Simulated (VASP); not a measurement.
H3C5I2N, 11 atoms in the cell. The structure is orthorhombic, space group Fmm2 (No. 42). The conventional cell has a = 6.735 Å, b = 17.093 Å, c = 6.148 Å, α = 90.00°, β = 90.00°, γ = 90.00°. Within 1.5 Å of H (site symmetry m) lie 1 C at 1.09 Å. Within 1.5 Å of H (site symmetry mm2) lie 1 C at 1.09 Å. Within 1.8 Å of C (site symmetry m) lie 1 N at 1.33 Å and 1 C at 1.39 Å. C (site symmetry m) has 1 H at 1.09 Å and 2 C at 1.39 Å within 1.5 Å. C (site symmetry mm2) has 1 H at 1.09 Å and 2 C at 1.39 Å within 1.5 Å. I (site symmetry m) has 1 C at 2.13 Å within 2.8 Å. Within 1.8 Å of N (site symmetry mm2) lie 2 C at 1.33 Å. 

```yaml
Program: VASP 6.6.1
Task: relaxation of cell and atoms
Functional: PBE
Dispersion: D3(BJ)
Potentials_or_basis: VASP PAW PBE potentials, release 64 (H, C, I, N)
Cutoff: 600 eV
k_mesh: 4 × 4 × 4
Occupations: gaussian, width 0.02 eV
Spin: no spin polarisation
Dipole_correction: no
Further_INCAR_settings: ALGO = Normal; EDIFF = 1e-07; IBRION = 2; EDIFFG = -0.02; NSW = 90; ISIF = 3
```

Potentials or basis: VASP PAW PBE potentials, release 64 (H, C, I, N).

Launch:

```bash
$ cat potpaw_PBE.64/H/POTCAR potpaw_PBE.64/C/POTCAR potpaw_PBE.64/I/POTCAR potpaw_PBE.64/N/POTCAR > POTCAR
$ mpirun -np 1 vasp_std > vasp.out
```

Hardware: 1 thread of Intel(R) Xeon(R) Platinum 8259CL CPU @ 2.50GHz (Skylake/Cascade Lake), with other jobs on the host.

**Question.** Estimate the wall time of this run.

**Answer.** It took 34 min on 1 thread of Intel(R) Xeon(R) Platinum 8259CL CPU @ 2.50GHz (Skylake/Cascade Lake), with other jobs on the host, peak memory 0.66 GiB. Counts: scf iterations 121, k points 18, ion steps 16.
